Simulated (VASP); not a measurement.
# CsSrF3 (Pm-3m) in VASP: a series of runs, part 2 of 2

VASP 6.6.1. The steps go on from the part before.

**4. Single point, LDA**

This run uses another cell than the first one, of 22.69 Å³/atom, 1.050 times its volume.

Input file INCAR:

```
SYSTEM = CsSrF3
PREC = Accurate
ENCUT = 520
EDIFF = 1E-7
ISMEAR = 0
SIGMA = 0.01
LREAL = .FALSE.
LASPH = .TRUE.
NELM = 60
ALGO = Normal
ISIF = 2
LWAVE = .FALSE.
LCHARG = .FALSE.
NBANDS = 28
```

Input file KPOINTS:

```
Automatic mesh
0
G
  4 4 4
  0 0 0
```

Input file POSCAR:

```
CsSrF3
1.0
    4.8413468974      0.0000000000      0.0000000000
    0.0000000000      4.8413468974      0.0000000000
    0.0000000000      0.0000000000      4.8413468974
Cs Sr F
1 1 3
Direct
    0.0000000000      0.0000000000      0.0000000000
    0.5000000000      0.5000000000      0.5000000000
    0.0000000000      0.5000000000      0.5000000000
    0.5000000000      0.0000000000      0.5000000000
    0.5000000000      0.5000000000      0.0000000000
```

Potentials or basis: VASP PAW LDA potentials, release 64 (Cs_sv, Sr_sv, F).

On the command line:

```bash
$ cat potpaw_LDA.64/Cs_sv/POTCAR potpaw_LDA.64/Sr_sv/POTCAR potpaw_LDA.64/F/POTCAR > POTCAR
$ mpirun -np 1 vasp_std > vasp.out
```

OUTCAR:

```text
SYSTEM = CsSrF3
   PREC = Accurate
   ENCUT = 520
   EDIFF = 1E-7
   ISMEAR = 0
   LREAL = .FALSE.
   LASPH = .TRUE.
   NELM = 60
   ISIF = 2

 ion  position               nearest neighbor table
   1  0.000  0.000  0.000-
   2  0.500  0.500  0.500-   3 2.42   4 2.42   5 2.42   5 2.42   4 2.42   3 2.42
   3  0.000  0.500  0.500-   2 2.42   2 2.42
   4  0.500  0.000  0.500-   2 2.42   2 2.42
   5  0.500  0.500  0.000-   2 2.42   2 2.42

  LATTYP: Found a simple cubic cell.
 ALAT       =     4.8413468974

  Lattice vectors:

 A1 = (   4.8413468974,   0.0000000000,   0.0000000000)
 A2 = (   0.0000000000,   4.8413468974,   0.0000000000)
 A3 = (   0.0000000000,   0.0000000000,   4.8413468974)

Analysis of symmetry for initial positions (statically):
=====================================================================
 Subroutine PRICEL returns:
 Original cell was already a primitive cell.

 Routine SETGRP: Setting up the symmetry group for a
 simple cubic supercell.

 Subroutine GETGRP returns: Found 48 space group operations
 (whereof 48 operations were pure point group operations)
 out of a pool of 48 trial point group operations.

The static configuration has the point symmetry O_h .

Analysis of symmetry for dynamics (positions and initial velocities):
=====================================================================
 Subroutine PRICEL returns:
 Original cell was already a primitive cell.

 Routine SETGRP: Setting up the symmetry group for a
 simple cubic supercell.

 Subroutine GETGRP returns: Found 48 space group operations
 (whereof 48 operations were pure point group operations)
 out of a pool of 48 trial point group operations.

The dynamic configuration has the point symmetry O_h .

 Subroutine INISYM returns: Found 48 space group operations
 (whereof 48 operations are pure point group operations),
 and found     1 'primitive' translations

----------------------------------------------------------------------------------------

                                     Primitive cell

  volume of cell :     113.4746

  direct lattice vectors                    reciprocal lattice vectors
     4.841346897  0.000000000  0.000000000     0.206554089  0.000000000  0.000000000
     0.000000000  4.841346897  0.000000000     0.000000000  0.206554089  0.000000000
     0.000000000  0.000000000  4.841346897     0.000000000  0.000000000  0.206554089

  length of vectors
     4.841346897  4.841346897  4.841346897     0.206554089  0.206554089  0.206554089

  position of ions in fractional coordinates (direct lattice)
     0.000000000  0.000000000  0.000000000
     0.500000000  0.500000000  0.500000000
     0.000000000  0.500000000  0.500000000
     0.500000000  0.000000000  0.500000000
     0.500000000  0.500000000  0.000000000

  ion indices of the primitive-cell ions
   primitive index   ion index
                 1           1
                 2           2
                 3           3
                 4           4
                 5           5

----------------------------------------------------------------------------------------

 KPOINTS: Automatic mesh

Automatic generation of k-mesh.
 Grid dimensions read from file:
 generate k-points for:    4    4    4

 Generating k-lattice:

  Cartesian coordinates                     Fractional coordinates (reciprocal lattice)
     0.051638522  0.000000000  0.000000000     0.250000000  0.000000000  0.000000000
     0.000000000  0.051638522  0.000000000     0.000000000  0.250000000  0.000000000
     0.000000000  0.000000000  0.051638522     0.000000000  0.000000000  0.250000000

  Length of vectors
     0.051638522  0.051638522  0.051638522

  Shift w.r.t. Gamma in fractional coordinates (k-lattice)
     0.000000000  0.000000000  0.000000000

 Subroutine IBZKPT returns following result:
 ===========================================

 Found     10 irreducible k-points:

 Following reciprocal coordinates:
            Coordinates               Weight
  0.000000  0.000000  0.000000      1.000000
  0.250000  0.000000  0.000000      6.000000
  0.500000  0.000000  0.000000      3.000000
  0.250000  0.250000  0.000000     12.000000
  0.500000  0.250000  0.000000     12.000000
  0.500000  0.500000  0.000000      3.000000
  0.250000  0.250000  0.250000      8.000000
  0.500000  0.250000  0.250000     12.000000
  0.500000  0.500000  0.250000      6.000000
  0.500000  0.500000  0.500000      1.000000
   k-points           NKPTS =     10   k-points in BZ     NKDIM =     10   number of bands    NBANDS=     28
   number of dos      NEDOS =    301   number of ions     NIONS =      5
   total plane-waves  NPLWV =  46656
   dimension x,y,z NGX =    36 NGY =   36 NGZ =   36
   dimension x,y,z NGXF=    72 NGYF=   72 NGZF=   72
   ions per type =               1   1   3
   NGX,Y,Z   is equivalent  to a cutoff of  12.36, 12.36, 12.36 a.u.
   NGXF,Y,Z  is equivalent  to a cutoff of  24.72, 24.72, 24.72 a.u.
 SYSTEM =  CsSrF3
   PREC   = accura    normal or accurate (medium, high low for compatibility)
   ISTART =      0    job   : 0-new  1-cont  2-samecut
   ICHARG =      2    charge: 1-file 2-atom 10-const
   ISPIN  =      1    spin polarized calculation?
   LNONCOLLINEAR =      F non collinear calculations
   LSORBIT =      F    spin-orbit coupling
   LASPH  =      T    aspherical Exc in radial PAW
   ENCUT  =  520.0 eV  38.22 Ry    6.18 a.u.   9.00  9.00  9.00*2*pi/ulx,y,z
   NELM   =     60;   NELMIN=  2; NELMDL= -5     # of ELM steps
   EDIFF  = 0.1E-06   stopping-criterion for ELM
   LREAL  =      F    real-space projection
   EDIFFG = 0.1E-05   stopping-criterion for IOM
   NSW    =      0    number of steps for IOM
   IBRION =     -1    ionic relax: 0-MD 1-quasi-New 2-CG
   NFREE  =      0    steps in history (QN), initial steepest desc. (CG)
   ISIF   =      2    stress and relaxation
   ISYM   =      2    0-nonsym 1-usesym 2-fastsym
   POTIM  = 0.5000    time-step for ionic-motion
   TEBEG  =    0.0;   TEEND  =   0.0 temperature during run
   PSTRESS=    0.0 pullay stress
   NELECT =      40.0000    total number of electrons
   NUPDOWN=      -1.0000    fix difference up-down
   EMIN   =  10.00;   EMAX   =-10.00  energy-range for DOS
   EFERMI =   0.00;   METHOD = LEGACY
   ISMEAR =     0;   SIGMA  =   0.01  broadening in eV -4-tet -1-fermi 0-gaus
   EFERMI_NEDOS =   21; number of points for ismear=-14 and -15
   IALGO  =     38    algorithm
   IMIX   =      4    mixing-type and parameters
     AMIX     =   0.40;   BMIX     =  1.00
     AMIX_MAG =   1.60;   BMIX_MAG =  1.00
  volume/ion in A,a.u.               =      22.69       153.15
  Fermi-wavevector in a.u.,A,eV,Ry     =   1.156455  2.185383 18.196261  1.337387
  Thomas-Fermi vector in A             =   2.293075
   LORBIT       =      0    0 simple, 1 ext, 2 COOP (PROOUT), +10 PAW based schemes
   GGA     = CA    functional components
   LHFCALC =     F    Hartree Fock is set to
   AEXX    =    0.0000 exact exchange contribution
   IVDW    =     0    specifies the selected vdW correction
   LEPSILON=     F    determine dielectric tensor
   LRPA    =     F    only Hartree local field effects (RPA)
 non-spin polarized calculation
 Gauss-broadening in eV      SIGMA  =   0.01
  energy-cutoff  :      520.00
  volume of cell :      113.47
 maximum number of plane-waves:      3112
   NGX = 19   NGY = 19   NGZ = 19

 number of electron      39.9999959 magnetization

 Free energy of the ion-electron system (eV)
  ---------------------------------------------------
  ext. energy  EPLUGINS =         0.00000000
  ---------------------------------------------------
  free energy    TOTEN  =       -27.00018319 eV

  energy without entropy =      -27.00018319  energy(sigma->0) =      -27.00018319

 E-fermi :  -2.5412     XC(G=0):  -8.8632

 val. band max:       -2.6769492164   @ k =   0.5000   0.5000   0.5000
 cond. band min:       3.1378195160   @ k =   0.0000   0.0000   0.0000
 fundamental gap:      5.8147687324
 Fermi energy:        -2.5412478835

 k-point     1 :       0.0000    0.0000    0.0000
  band No.  band energies     occupation
      1     -32.5204      2.00000
      2     -21.2121      2.00000
      3     -21.1223      2.00000
      4     -21.1223      2.00000
      5     -20.4884      2.00000
      6     -14.8526      2.00000
[... 299 lines left out ...]
     27       8.5605      0.00000
     28       8.7838      0.00000

------------------------ aborting loop because EDIFF is reached ----------------------------------------

  FORCE on cell =-STRESS in cart. coord.  units (eV):
  Direction    XX          YY          ZZ          XY          YZ          ZX
  --------------------------------------------------------------------------------------
  -------------------------------------------------------------------------------------
  Total       -3.2720361     -3.2720361     -3.2720361      0.0000000      0.0000000     -0.0000000
  in kB      -46.1987324    -46.1987324    -46.1987324      0.0000000      0.0000000     -0.0000000
  external PRESSURE =     -46.1987324 kB  Pullay stress =       0.0000000 kB

 VOLUME and BASIS-vectors are now :
 -----------------------------------------------------------------------------
  energy-cutoff  :      520.00
  volume of cell :      113.47
      direct lattice vectors                 reciprocal lattice vectors
     4.841346897  0.000000000  0.000000000     0.206554089  0.000000000  0.000000000
     0.000000000  4.841346897  0.000000000     0.000000000  0.206554089  0.000000000
     0.000000000  0.000000000  4.841346897     0.000000000  0.000000000  0.206554089

 POSITION                                       TOTAL-FORCE (eV/Angst)
 -----------------------------------------------------------------------------------
      0.00000      0.00000      0.00000         0.000000      0.000000      0.000000
      2.42067      2.42067      2.42067         0.000000      0.000000      0.000000
      0.00000      2.42067      2.42067         0.000000      0.000000      0.000000
      2.42067      0.00000      2.42067         0.000000      0.000000      0.000000
      2.42067      2.42067      0.00000         0.000000      0.000000      0.000000
 -----------------------------------------------------------------------------------
    total drift:                                0.000000      0.000000      0.000000

  FREE ENERGIE OF THE ION-ELECTRON SYSTEM (eV)
  ---------------------------------------------------
  free  energy   TOTEN  =       -27.0001831874 eV

  energy  without entropy=      -27.0001831874  energy(sigma->0) =      -27.00018319
```

stdout:

```text
POSCAR found type information on POSCAR CsSrF
 POSCAR found :  3 types and       5 ions
 scaLAPACK will be used
 LDA part: xc-table for (Slater(with rela. corr.)+CA(PZ))
 , standard interpolation
 POSCAR, INCAR and KPOINTS ok, starting setup
 FFT: planning ... GRIDC
 FFT: planning ... GRID_SOFT
 FFT: planning ... GRID
 WAVECAR not read
 entering main loop
```

Wall time 14 s (1 thread of Intel Xeon Platinum 8488C (Sapphire Rapids), shared host); peak memory 0.18 GiB.

What came out:

```yaml
Free_energy: -27.0002 eV
Pressure: -4.6 GPa
Band_gap_on_the_k_mesh: 5.81 eV, indirect (least direct gap 5.85 eV)
```

Levels at points of the mesh, in eV from the valence-band top:
| k point | band 17 | band 18 | band 19 | band 20 | band 21 | band 22 | band 23 | band 24 |
| --- | --- | --- | --- | --- | --- | --- | --- | --- |
| (0.00, 0.00, 0.00) | -0.29 | -0.04 | -0.04 | -0.04 | 5.81 | 7.50 | 7.50 | 8.38 |
| (0.50, 0.00, 0.00) | -0.37 | -0.37 | -0.07 | -0.07 | 7.50 | 8.29 | 8.66 | 9.20 |
| (0.50, 0.50, 0.00) | -0.23 | -0.23 | -0.10 | -0.01 | 7.85 | 8.25 | 8.71 | 8.71 |
| (0.50, 0.50, 0.50) | -0.62 | 0.00 | 0.00 | 0.00 | 8.20 | 8.20 | 8.20 | 9.96 |

Caveat: spin-orbit coupling is left out, which moves the levels of the heavy elements. A k mesh can miss the band edges.

**5. Single point, LDA**

This run uses another cell than the first one, of 23.24 Å³/atom, 1.075 times its volume.

Input file INCAR:

```
PREC = Accurate
ENCUT = 520
EDIFF = 1E-6
ISMEAR = 0
SIGMA = 0.01
LREAL = False
LASPH = True
NELM = 100
ALGO = Normal
ISIF = 2
LWAVE = False
LCHARG = False
GGA = CA
NBANDS = 28
```

Input file KPOINTS:

```
regular mesh
0
Gamma
  4 4 4
```

POSCAR, as its differences from that of step 4:

```diff
@@ -2,5 +2,5 @@
 1.0
-    4.8413468974      0.0000000000      0.0000000000
-    0.0000000000      4.8413468974      0.0000000000
-    0.0000000000      0.0000000000      4.8413468974
+    4.8794693087      0.0000000000      0.0000000000
+    0.0000000000      4.8794693087      0.0000000000
+    0.0000000000      0.0000000000      4.8794693087
 Cs Sr F
```

On the command line:

```bash
$ cat potpaw_LDA.64/Cs_sv/POTCAR potpaw_LDA.64/Sr_sv/POTCAR potpaw_LDA.64/F/POTCAR > POTCAR
$ mpirun -np 1 vasp_std > vasp.out
```

Run time: 13 s. Hardware: 1 thread of Intel Xeon Platinum 8488C (Sapphire Rapids), shared host; peak memory 0.19 GiB.

Results (log left out):

* Free energy: -26.9198 eV
* Pressure: -5.3 GPa
* Band gap on the k mesh: 5.70 eV, indirect (least direct gap 5.76 eV)

Levels at points of the mesh, in eV from the valence-band top:
| k point | band 17 | band 18 | band 19 | band 20 | band 21 | band 22 | band 23 | band 24 |
| --- | --- | --- | --- | --- | --- | --- | --- | --- |
| (0.00, 0.00, 0.00) | -0.28 | -0.06 | -0.06 | -0.06 | 5.70 | 7.45 | 7.45 | 8.31 |
| (0.50, 0.00, 0.00) | -0.37 | -0.37 | -0.10 | -0.10 | 7.39 | 8.23 | 8.48 | 9.11 |
| (0.50, 0.50, 0.00) | -0.23 | -0.23 | -0.15 | -0.01 | 7.75 | 8.14 | 8.61 | 8.61 |
| (0.50, 0.50, 0.50) | -0.61 | 0.00 | 0.00 | 0.00 | 8.11 | 8.11 | 8.11 | 9.80 |

Caveat: spin-orbit coupling is left out, which moves the levels of the heavy elements. A k mesh can miss the band edges.

**6. Single point, LDA**

This run uses another cell than the first one, of 23.78 Å³/atom, 1.100 times its volume.

Input file INCAR:

```
SYSTEM = CsSrF3
ALGO = Normal ; EDIFF = 1E-6
ENCUT = 520 ; ISIF = 2
ISMEAR = 0 ; LASPH = .True.
LCHARG = .True. ; LELF = .True.
LREAL = .False. ; LVHAR = .True.
LWAVE = .False. ; NBANDS = 28
NELM = 100 ; PREC = Accurate
SIGMA = 0.01
```

Input file KPOINTS:

```
k-points
0
Gamma
  4 4 4
  0 0 0
```

POSCAR, as its differences from that of step 5:

```diff
@@ -2,5 +2,5 @@
 1.0
-    4.8794693087      0.0000000000      0.0000000000
-    0.0000000000      4.8794693087      0.0000000000
-    0.0000000000      0.0000000000      4.8794693087
+    4.9170051631      0.0000000000      0.0000000000
+    0.0000000000      4.9170051631      0.0000000000
+    0.0000000000      0.0000000000      4.9170051631
 Cs Sr F
```

Potentials or basis: VASP PAW LDA potentials, release 64 (Cs_sv, Sr_sv, F).

On the command line:

```bash
$ cat potpaw_LDA.64/Cs_sv/POTCAR potpaw_LDA.64/Sr_sv/POTCAR potpaw_LDA.64/F/POTCAR > POTCAR
$ mpirun -np 1 vasp_std > vasp.out
```

Run time: 20 s. Hardware: 1 thread of Intel Xeon Platinum 8488C (Sapphire Rapids), shared host; peak memory 0.21 GiB.

It converged, with:

| Property | Result |
| --- | --- |
| Free energy | -26.8292 eV |
| Pressure | -5.8 GPa |
| Band gap on the k mesh | 5.59 eV, indirect (least direct gap 5.67 eV) |

Levels at points of the mesh, in eV from the valence-band top:
| k point | band 16 | band 17 | band 18 | band 19 | band 20 | band 21 | band 22 | band 23 | band 24 | band 25 |
| --- | --- | --- | --- | --- | --- | --- | --- | --- | --- | --- |
| (0.00, 0.00, 0.00) | -0.27 | -0.27 | -0.08 | -0.08 | -0.08 | 5.59 | 7.41 | 7.41 | 8.25 | 8.25 |
| (0.50, 0.00, 0.00) | -0.37 | -0.36 | -0.36 | -0.13 | -0.13 | 7.28 | 8.17 | 8.30 | 9.02 | 9.43 |
| (0.50, 0.50, 0.00) | -0.49 | -0.24 | -0.24 | -0.18 | -0.01 | 7.66 | 8.03 | 8.52 | 8.52 | 10.12 |
| (0.50, 0.50, 0.50) | -0.61 | -0.61 | 0.00 | 0.00 | 0.00 | 8.03 | 8.03 | 8.03 | 9.65 | 9.65 |

Caveat: spin-orbit coupling is left out, which moves the levels of the heavy elements.

**7. Overview**

| cell | gap on the mesh (eV) | pressure (GPa) |
| --- | --- | --- |
| a = 4.763 Å, 5 atoms | 6.03 | -3.0 |
| a = 4.803 Å, 5 atoms | 5.93 | -3.9 |
| a = 4.841 Å, 5 atoms | 5.81 | -4.6 |
| a = 4.879 Å, 5 atoms | 5.70 | -5.3 |
| a = 4.917 Å, 5 atoms | 5.59 | -5.8 |

Alike in all rows: task single point; level LDA; potentials or basis VASP PAW LDA potentials, release 64 (Cs_sv, Sr_sv, F); no spin polarisation; k mesh 4 × 4 × 4; cutoff (eV) 520; smearing gaussian 0.01 eV.

Caveats: spin-orbit coupling is left out, which moves the levels of the heavy elements.

Total energies depend on the potentials used, so only differences within one code and one set of settings carry meaning.
